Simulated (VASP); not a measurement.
A run of VASP 6.6.1 is set up as follows.

INCAR

```
SYSTEM = Pb
PREC = Accurate
ENCUT = 520
EDIFF = 1E-7
ISMEAR = -1
SIGMA = 0.1
LREAL = .False.
LASPH = .True.
NELM = 80
ALGO = Normal
ISIF = 2
LWAVE = .False.
LCHARG = .True.
GGA = B5
ALDAX = 1.0
AGGAX = 1.0
AGGAC = 1.0
ALDAC = 0.0
LELF = .True.
LVHAR = .True.
NBANDS = 36
```

The input KPOINTS:

```
regular mesh
0
Gamma
  13 13 4
  0 0 0
```

Contents of POSCAR:

```
Pb
1.0
    3.7313812126      0.0000000000      0.0000000000
   -1.8656906063      3.2314709213      0.0000000000
    0.0000000000      0.0000000000     11.9996454341
Pb
4
Direct
    1.0000000000      0.0000000000      0.0000000000
    1.0000000000      0.0000000000      0.5000000000
    0.3333333333      0.6666666667      0.2500000000
    0.6666666667      0.3333333333      0.7500000000
```

Potentials or basis: VASP PAW PBE potentials, release 64 (Pb_d).

Command:

```sh
$ cat potpaw_PBE.64/Pb_d/POTCAR > POTCAR
$ mpirun -np 1 vasp_std > vasp.out
```

What does it give for the pressure?

-1.1 GPa.

What does it give for the band gap on the k mesh?

Zero (bands 28 and 29 overlap by 5.61 eV).

Stress tensor (GPa, compression positive):
```
-1.20  0.00  0.00
 0.00 -1.20  0.00
 0.00  0.00 -0.79
```

Caveat: the PAW data sets were made with another functional, which shifts forces and pressure a little; spin-orbit coupling is left out, which moves the levels of the heavy elements.
